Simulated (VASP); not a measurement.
Write the native input for VASP 6.6.1 that does the following.

| Property | Result |
| --- | --- |
| Task | single point |
| Functional | LDA |
| Potentials or basis | VASP PAW LDA potentials, release 64 (Rb_sv, Ca_sv, H) |
| Cutoff | 520 eV |
| k mesh | 6 × 6 × 6 |
| Occupations | gaussian, width 0.05 eV |
| Spin | no spin polarisation |
| Dipole correction | no |
| Further INCAR settings | ALGO = Normal; EDIFF = 1e-07; NBANDS = 19 |

The structure of RbCaH3 lies in POSCAR:

```
RbCaH3
1.0
    4.6092954123      0.0000000000      0.0000000000
    0.0000000000      4.6092954123      0.0000000000
    0.0000000000      0.0000000000      4.4249235958
Rb Ca H
1 1 3
Direct
    0.0000000000      0.0000000000      0.0000000000
    0.5000000000      0.5000000000      0.5000000000
    0.0000000000      0.5000000000      0.5000000000
    0.5000000000      0.0000000000      0.5000000000
    0.5000000000      0.5000000000      0.0000000000
```

This cell differs from its parent crystal: ratio of the length along z to the lengths across it x 0.96, volume and fractional coordinates fixed.

These files were run (other wordings do the same):

INCAR

```
PREC = Accurate
ENCUT = 520
EDIFF = 1E-7
ISMEAR = 0
SIGMA = 0.05
LREAL = F
LASPH = T
NELM = 80
ALGO = Normal
ISIF = 2
LWAVE = F
LCHARG = F
GGA = CA
NBANDS = 19
```

KPOINTS

```
Automatic mesh
0
Gamma
  6 6 6
```

Potentials or basis: VASP PAW LDA potentials, release 64 (Rb_sv, Ca_sv, H).

Launch:

```console
$ cat potpaw_LDA.64/Rb_sv/POTCAR potpaw_LDA.64/Ca_sv/POTCAR potpaw_LDA.64/H/POTCAR > POTCAR
$ mpirun -np 1 vasp_std > vasp.out
```

Results of the run:

```yaml
Pressure: -2.3 GPa
Band_gap_on_the_k_mesh: 2.89 eV (least direct gap 2.90 eV)
```

It took 120 s on 1 thread of Intel Xeon 8259CL, with other jobs on the host, peak memory 0.22 GiB.
